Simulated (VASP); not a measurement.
A run of VASP 6.6.1 is set up as follows.

File INCAR:

```
SYSTEM = Ti3Al
PREC = Accurate
ENCUT = 520
EDIFF = 1E-6
ISMEAR = -1
SIGMA = 0.05
LREAL = .FALSE.
LASPH = .TRUE.
NELM = 80
ALGO = Normal
ISIF = 2
LWAVE = .FALSE.
LCHARG = .FALSE.
GGA = PS
NBANDS = 28
```

Contents of KPOINTS:

```
regular mesh
0
G
  9 9 3
  0 0 0
```

The input POSCAR:

```
Ti3Al
1.0
    2.9275422229      0.0000000000      0.0000000000
   -1.4637711114      2.5353259357      0.0000000000
    0.0000000000      0.0000000000      9.1340983800
Ti Al
3 1
Direct
    0.3333333333      0.6666666667      0.2494060000
    0.3333333333      0.6666666667      0.7505940000
    0.6666666667      0.3333333333      0.0000000000
    0.6666666667      0.3333333333      0.5000000000
```

Potentials or basis: VASP PAW PBE potentials, release 64 (Ti_sv, Al).

Command:

```bash
$ cat potpaw_PBE.64/Ti_sv/POTCAR potpaw_PBE.64/Al/POTCAR > POTCAR
$ mpirun -np 1 vasp_std > vasp.out
```

Problem. Predict the pressure.

Solution. -2.4 GPa.

Problem. Estimate the largest force.

Solution. 0.100 eV/Å.

Stress tensor (GPa, compression positive):
```
-2.96  0.00  0.00
 0.00 -2.96  0.00
 0.00  0.00 -1.26
```

Caveat: the PAW data sets were made with another functional, which shifts forces and pressure a little.
